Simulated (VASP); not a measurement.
# MnHg: single point with PBE

MnHg:

```
Hg Mn
1.0
     3.28800    0.00000    0.00000
     0.00000    3.28800    0.00000
     0.00000    0.00000    3.31300
Hg Mn
1 1
Cartesian
  0.0000 0.0000 0.0000
  1.6440 1.6440 1.6565
```

```
Program                : VASP 6.6.1
Task                   : single point
Functional             : PBE
Potentials or basis    : VASP PAW PBE potentials, release 64 (Hg, Mn_pv)
Cutoff                 : 520 eV
k mesh                 : 9 × 9 × 9
Occupations            : fermi-dirac, width 0.1 eV
Spin                   : collinear spin, ferromagnetic start
Starting moments       : [0.0, 4.5] μB
Dipole correction      : no
Further INCAR settings : ALGO = Normal; EDIFF = 1e-06; NBANDS = 24
```

```json
{"Pressure": "1.9 GPa", "Net moment": "3.82 μB per cell", "Site moments": "Hg -0.06; Mn +3.75 μB", "Valence electrons inside the program's atomic spheres": "Hg 10.60; Mn 11.42"}
```

Levels at points of the mesh, in eV from the Fermi level:
Spin up:
```tsv
k point	band 11	band 12	band 13	band 14	band 15	band 16	band 17	band 18
(0.00, 0.00, 0.00)	-2.85	-1.98	-1.98	-1.98	4.81	5.03	5.03	8.83
```
Spin down:
```tsv
k point	band 7	band 8	band 9	band 10	band 11	band 12	band 13	band 14	band 15	band 16
(0.00, 0.00, 0.00)	-7.11	-7.11	-7.10	0.29	0.31	1.51	1.51	1.53	5.17	5.38
```

It took 88 s on 1 thread of Oxide Virtual Turin-like Processor, on a shared host, peak memory 0.19 GiB.

Caveat: spin-orbit coupling is left out, which moves the levels of the heavy elements.
